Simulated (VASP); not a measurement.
A run of VASP 6.6.1:

The input INCAR:

```
SYSTEM = GaP
  PREC = Accurate
  ENCUT = 520
  EDIFF = 1E-6
  ISMEAR = 0
  SIGMA = 0.1
  LREAL = .FALSE.
  LASPH = .TRUE.
  NELM = 80
  ALGO = Normal
  ISIF = 2
  LWAVE = .FALSE.
  LCHARG = .FALSE.
  GGA = PE
  NBANDS = 16
```

KPOINTS

```
Automatic mesh
0
G
  6 6 6
  0 0 0
```

The input POSCAR:

```
GaP
1.0
    3.2234413370      0.0000000000      0.0000000000
    0.0000000000      3.2234413370      0.0000000000
    0.0000000000      0.0000000000      3.2234413370
Ga P
1 1
Direct
    0.5000000000      0.5000000000      0.5000000000
    0.0000000000      0.0000000000      0.0000000000
```

Potentials or basis: VASP PAW PBE potentials, release 64 (Ga_d, P).

The run is started by

```sh
$ cat potpaw_PBE.64/Ga_d/POTCAR potpaw_PBE.64/P/POTCAR > POTCAR
$ mpirun -np 1 vasp_std > vasp.out
```

Hardware: 1 thread of AMD EPYC 7R13, on a shared host.

Q: How long does it take, and how much memory?

A: It took 9.6 s on 1 thread of AMD EPYC 7R13, on a shared host, peak memory 0.11 GiB. Counts: scf iterations 11, k points 20.
